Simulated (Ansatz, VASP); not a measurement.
This is a calculation of Al for VASP 6.6.1.

Contents of POSCAR:

```
Al
1.0
    2.8124553515      0.0000000000      0.0000000000
   -1.4062276757      2.4356577814      0.0000000000
    0.0000000000      0.0000000000      4.8668500000
Al
2
Direct
    0.3333333333      0.6666666667      0.2500000000
    0.6666666667      0.3333333333      0.7500000000
```

File INCAR.step1:

```
  PREC = Accurate
  ENCUT = 520
  EDIFF = 1E-5
  ISMEAR = -1
  SIGMA = 0.05
  LREAL = F
  LASPH = T
  NELM = 60
  ALGO = Normal
  ISIF = 2
  LWAVE = T
  LCHARG = F
  NBANDS = 10
  GGA = PE
```

INCAR.step2

```
  PREC = Accurate
  ENCUT = 520
  EDIFF = 1E-6
  ISMEAR = -1
  SIGMA = 0.05
  LREAL = F
  LASPH = T
  NELM = 60
  ALGO = Normal
  ISIF = 2
  LWAVE = F
  LCHARG = F
  GGA = PE
  LHFCALC = T
  AEXX = 0.25
  PRECFOCK = Normal
  NBANDS = 10
  ISTART = 1
```

The input KPOINTS:

```
regular mesh
0
Gamma
  6 6 4
```

Potentials or basis: VASP PAW PBE potentials, release 64 (Al).

Launch:

```sh
$ cat potpaw_PBE.64/Al/POTCAR > POTCAR
$ cp INCAR.step1 INCAR
$ mpirun -np 1 vasp_std > vasp.out
$ cp INCAR.step2 INCAR
$ mpirun -np 1 vasp_std > vasp.out
```

Task: Translate it to Ansatz 0.2.0. Potentials there: Ansatz PAW.

Result: As run (the cutoff follows the program's own potentials):

File input.yaml:

```yaml
crystal:
  lattice:
    - [2.8124553515, 0.0, 0.0]
    - [-1.4062276757, 2.4356577814, 0.0]
    - [0.0, 0.0, 4.86685]
  atoms:
    - { symbol: Al, position: [0.3333333333, 0.6666666667, 0.25] }
    - { symbol: Al, position: [0.6666666667, 0.3333333333, 0.75] }
hamiltonian:
  xc: pbe0
  pseudopotentials: { kind: paw }
kpoints:
  mp_grid: { grid: [6, 6, 4] }
scf:
  occupations: { method: fermi_dirac, width: 0.05 }
output:
  forces: true
  stress: true
  eigenvalues: true
```

Potentials or basis: Ansatz PAW.

Run with:

```sh
$ ansatz run input.yaml --threads 2 --pin off --max-ram 5632MiB --backend cpu --events-out ev --progress --plain --runs-dir out
```

Both were run:

|  | VASP | Ansatz | Ansatz less VASP |
| --- | --- | --- | --- |
| gap on the k mesh at the Fermi level (eV) | none | none | - |
| pressure (GPa) | -0.1 | 0.0 | +0.02 |
| traceless stress, the component that is largest in VASP (GPa) | -2.31 | -2.27 | +0.035 |

A gap of «none» marks a metal or a gap that the smearing closes. The functional is the same, so the differences come from potentials, cutoffs and numerics.

The k mesh is coarse, so the values compare programs but aren't converged.
